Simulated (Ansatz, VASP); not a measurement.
Two plane-wave programs on AlN

```xyz
2
Lattice="0.0555 2.0857 2.0857 2.0857 0.0555 2.0857 2.0857 2.0857 0.0555" Properties=species:S:1:pos:R:3 pbc="T T T"
Al    2.1134    2.1134    2.1134
N     0.0000    0.0000    0.0000
```

Alike in both runs: task single point; functional PBEsol; k mesh 10 × 10 × 10; occupations gaussian, width 0.05 eV; no spin polarisation.

|  | VASP | Ansatz |
| --- | --- | --- |
| version | VASP 6.6.1 | Ansatz 0.2.0 |
| potentials or method | VASP PAW PBE potentials, release 64 (Al, N), cutoff 520 eV | scalar-relativistic, plane waves, PAW |
| valence electrons in the cell | 8 | 8 |

Ansatz gave:

| Quantity | Value |
| --- | --- |
| gap on the k mesh at the Fermi level (eV) | 3.73 |
| least direct gap on the mesh (eV) | 4.64 |
| pressure (GPa) | -12.1 |
| traceless stress, the component that is largest in VASP (GPa) | -8.10 |

Task: Estimate VASP's values.

Result: gap on the k mesh at the Fermi level (eV): 3.73; least direct gap on the mesh (eV): 4.65; pressure (GPa): -12.2; traceless stress, the component that is largest in VASP (GPa): -8.10.

VASP's potentials were made for PBE, not for PBEsol, and Ansatz warns of the same on its side.
